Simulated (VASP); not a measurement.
# Al in VASP: further runs, part 2 of 2

VASP 6.6.1. The steps go on from the part before.

## Step 3: Relaxation of the atoms, PBE

Input file INCAR:

```
SYSTEM = Al
PREC = Accurate
ENCUT = 520
EDIFF = 1E-6
ISMEAR = 1
SIGMA = 0.1
LREAL = .FALSE.
LASPH = .TRUE.
NELM = 80
ALGO = Normal
ISIF = 2
LWAVE = .FALSE.
LCHARG = .FALSE.
LDIPOL = .TRUE.
IDIPOL = 3
DIPOL = 0.5 0.5 0.500
GGA = PE
IBRION = 2
NSW = 50
EDIFFG = -0.03
```

Input file KPOINTS:

```
regular mesh
0
G
  7 7 1
  0 0 0
```

Input file POSCAR:

```
Al
1.0
    2.8635066922      0.0000000000      0.0000000000
    0.0000000000      2.8635066922      0.0000000000
    0.0000000000      0.0000000000     20.0992200000
Al
5
Direct
    0.0000000000      0.0000000000      0.2985190470
    0.5000000000      0.5000000000      0.3992595235
    1.0000000000      0.0000000000      0.5000000000
    0.5000000000      0.5000000000      0.6007404765
    1.0000000000      0.0000000000      0.7014809530
```

Potentials or basis: VASP PAW PBE potentials, release 64 (Al).

On the command line:

```sh
cat potpaw_PBE.64/Al/POTCAR > POTCAR
mpirun -np 1 vasp_std > vasp.out
```

OUTCAR:

```text
SYSTEM = Al
   PREC = Accurate
   ENCUT = 520
   EDIFF = 1E-6
   ISMEAR = 1
   LREAL = .FALSE.
   LASPH = .TRUE.
   NELM = 80
   ISIF = 2
   GGA = PE
   IBRION = 2
   NSW = 50
   EDIFFG = -0.03

 ion  position               nearest neighbor table
   1  0.000  0.000  0.299-   2 2.86   2 2.86   2 2.86   2 2.86
   2  0.500  0.500  0.399-   1 2.86   3 2.86   1 2.86   3 2.86   1 2.86   3 2.86   1 2.86   3 2.86

   3  0.000  0.000  0.500-   2 2.86   4 2.86   2 2.86   4 2.86   2 2.86   4 2.86   2 2.86   4 2.86

   4  0.500  0.500  0.601-   3 2.86   5 2.86   3 2.86   5 2.86   3 2.86   5 2.86   3 2.86   5 2.86

   5  0.000  0.000  0.701-   4 2.86   4 2.86   4 2.86   4 2.86

  LATTYP: Found a simple tetragonal cell.
 ALAT       =     2.8635066922
 C/A-ratio  =     7.0190930773

  Lattice vectors:

 A1 = (   2.8635066922,   0.0000000000,   0.0000000000)
 A2 = (   0.0000000000,   2.8635066922,   0.0000000000)
 A3 = (   0.0000000000,   0.0000000000,  20.0992200000)

Analysis of symmetry for initial positions (statically):
=====================================================================
 Subroutine PRICEL returns:
 Original cell was already a primitive cell.

 Routine SETGRP: Setting up the symmetry group for a
 simple tetragonal supercell.

 Subroutine GETGRP returns: Found 16 space group operations
 (whereof 16 operations were pure point group operations)
 out of a pool of 16 trial point group operations.

The static configuration has the point symmetry D_4h.

Analysis of symmetry for dynamics (positions and initial velocities):
=====================================================================
 Subroutine PRICEL returns:
 Original cell was already a primitive cell.

 Routine SETGRP: Setting up the symmetry group for a
 simple tetragonal supercell.
[... 154 lines left out ...]
  Total       -2.8522589     -2.8522589      1.8343737      0.0000000      0.0000000     -0.0000000
  in kB      -27.7283427    -27.7283427     17.8329339      0.0000000      0.0000000     -0.0000000
  external PRESSURE =     -12.5412505 kB  Pullay stress =       0.0000000 kB
[... 182 lines left out ...]
--------------------------------------- Ionic step        6  -------------------------------------------

 number of electron      15.0000000 magnetization

 dipolmoment           0.000000      0.000000     -0.000000 electrons x Angstroem

------------------------ aborting loop because EDIFF is reached ----------------------------------------

  FORCE on cell =-STRESS in cart. coord.  units (eV):
  Direction    XX          YY          ZZ          XY          YZ          ZX
  --------------------------------------------------------------------------------------
  -------------------------------------------------------------------------------------
  Total       -3.0579036     -3.0579036      0.2101173      0.0000000      0.0000000     -0.0000000
  in kB      -29.7275255    -29.7275255      2.0426633      0.0000000      0.0000000     -0.0000000
  external PRESSURE =     -19.1374626 kB  Pullay stress =       0.0000000 kB
[... 26 lines left out ...]
--------------------------------------- Ionic step        7  -------------------------------------------

 number of electron      15.0000000 magnetization

 dipolmoment           0.000000      0.000000      0.000000 electrons x Angstroem

 Free energy of the ion-electron system (eV)
  ---------------------------------------------------
  ext. energy  EPLUGINS =         0.00000000
  ---------------------------------------------------
  free energy    TOTEN  =       -17.80723976 eV

  energy without entropy =      -17.80461365  energy(sigma->0) =      -17.80636439

 E-fermi :   1.7739     XC(G=0):  -6.1519

 val. band max:        1.7723850773   @ k =   0.4286   0.4286   0.0000
 cond. band min:       1.8397754614   @ k =   0.2857   0.2857   0.0000
 fundamental gap:      0.0673903841
 Fermi energy:         1.7738544772

 k-point     1 :       0.0000    0.0000    0.0000
  band No.  band energies     occupation
      1      -8.7291      2.00000
      2      -7.7841      2.00000
      3      -6.3937      2.00000
      4      -4.5068      2.00000
      5      -2.1150      2.00000
      6      -0.2486      2.00000
      7       2.7508     -0.00000
      8       4.9273      0.00000
      9       5.7428      0.00000
     10       7.4955      0.00000
     11       7.6127      0.00000
[... 114 lines left out ...]
  band No.  band energies     occupation
      1      -2.2856      2.00000
      2      -1.3764      2.00000
      3      -0.3965      2.00000
      4      -0.0494      2.00000
      5       0.4856      2.00000
      6       0.9520      2.00000
      7       1.7294      1.67590
      8       1.7724      1.02487
      9       1.9134     -0.06386
     10       2.7664     -0.00000
     11       3.2442     -0.00000

------------------------ aborting loop because EDIFF is reached ----------------------------------------

 vacuum level on the upper side and lower side of the slab       (xc-potential included)        -0.345        -0.345

  FORCE on cell =-STRESS in cart. coord.  units (eV):
  Direction    XX          YY          ZZ          XY          YZ          ZX
  --------------------------------------------------------------------------------------
  -------------------------------------------------------------------------------------
  Total       -3.0322682     -3.0322682      0.0054306      0.0000000      0.0000000     -0.0000000
  in kB      -29.4783105    -29.4783105      0.0527934      0.0000000      0.0000000     -0.0000000
  external PRESSURE =     -19.6346092 kB  Pullay stress =       0.0000000 kB
[... 20 lines left out ...]
  FREE ENERGIE OF THE ION-ELECTRON SYSTEM (eV)
  ---------------------------------------------------
  free  energy   TOTEN  =       -17.8072397607 eV

  energy  without entropy=      -17.8046136494  energy(sigma->0) =      -17.80636439

 reached required accuracy - stopping structural energy minimisation

 vacuum level on the upper side and lower side of the slab         5.824         5.824
```

CONTCAR:

```text
Al
   1.00000000000000
     2.8635066922000001    0.0000000000000000    0.0000000000000000
     0.0000000000000000    2.8635066922000001    0.0000000000000000
     0.0000000000000000    0.0000000000000000   20.0992199999999990
  Al
     5
Direct
     0.0000000000000000    0.0000000000000000    0.2937534658348174
     0.5000000000000000    0.5000000000000000    0.3979719948032371
     0.0000000000000000    0.0000000000000000    0.5000000000000000
     0.5000000000000000    0.5000000000000000    0.6020280051967628
     0.0000000000000000    0.0000000000000000    0.7062465341651827

  0.00000000E+00  0.00000000E+00  0.00000000E+00
  0.00000000E+00  0.00000000E+00  0.00000000E+00
  0.00000000E+00  0.00000000E+00  0.00000000E+00
  0.00000000E+00  0.00000000E+00  0.00000000E+00
  0.00000000E+00  0.00000000E+00  0.00000000E+00
```

Run time: 4.5 min. Hardware: 1 thread of AMD EPYC 7R13, shared host; peak memory 0.23 GiB.

Results:

| Property | Result |
| --- | --- |
| Free energy | -17.8072 eV |
| Energy gained by relaxing | 4.0 meV/atom |
| Ionic steps | 7 |
| Largest force after relaxing | 0.008 eV/Å |

Forces on the atoms (eV/Å):
```
Al   0.000  0.000  0.004
Al   0.000  0.000 -0.008
Al   0.000  0.000  0.000
Al   0.000  0.000  0.008
Al   0.000  0.000 -0.004
```

Step by step:
```tsv
step	energy change (eV)	largest force (eV/Å)	pressure (GPa)
1	0.0000	0.2247	-1.25
2	-0.0046	0.2002	-1.35
3	-0.0140	0.0897	-1.62
4	-0.0166	0.1183	-1.96
5	-0.0177	0.0985	-1.87
6	-0.0194	0.0548	-1.91
7	-0.0202	0.0081	-1.96
```

Final structure:
```
CELL_PARAMETERS angstrom
2.86351 0.00000 0.00000
0.00000 2.86351 0.00000
0.00000 0.00000 20.09922
ATOMIC_POSITIONS crystal
Al 0.00000 0.00000 0.29375
Al 0.50000 0.50000 0.39797
Al 0.00000 0.00000 0.50000
Al 0.50000 0.50000 0.60203
Al 0.00000 0.00000 0.70625
```
